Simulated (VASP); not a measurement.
Set up this calculation in VASP 6.6.1, as the native input.

```
Task                   : single point
Functional             : PBEsol
Potentials or basis    : VASP PAW PBE potentials, release 64 (Se)
Cutoff                 : 520 eV
k mesh                 : 20 × 20 × 20
Occupations            : gaussian, width 0.05 eV
Spin                   : no spin polarisation
Dipole correction      : no
Further INCAR settings : ALGO = Normal; EDIFF = 1e-06; NBANDS = 9
```

The structure of Se lies in POSCAR:

```
Se
1.0
   -1.5397418801      1.5397418801      1.5397418801
    1.5397418801     -1.5397418801      1.5397418801
    1.5397418801      1.5397418801     -1.5397418801
Se
1
Direct
    0.0000000000      0.0000000000      0.0000000000
```

This isn't the form of Se at room conditions, which is trigonal, of chains.

One way to write it, as run:

INCAR

```
  PREC = Accurate
  ENCUT = 520
  EDIFF = 1E-6
  ISMEAR = 0
  SIGMA = 0.05
  LREAL = F
  LASPH = T
  NELM = 80
  ALGO = Normal
  ISIF = 2
  LWAVE = F
  LCHARG = F
  GGA = PS
  NBANDS = 9
```

KPOINTS

```
regular mesh
0
Gamma
  20 20 20
```

Potentials or basis: VASP PAW PBE potentials, release 64 (Se).

Launch:

```bash
$ cat potpaw_PBE.64/Se/POTCAR > POTCAR
$ mpirun -np 1 vasp_std > vasp.out
```

Results of the run:

```json
{"Pressure": "44.9 GPa", "Band gap on the k mesh": "zero (bands 3 and 4 overlap by 11.01 eV)"}
```

Caveat: the cell stands under pressure; the PAW data sets were made with another functional, which shifts forces and pressure a little.

It took 7.7 s on 1 thread of Intel(R) Xeon(R) 6975P-C (Granite Rapids), with other jobs on the host, peak memory 0.14 GiB.
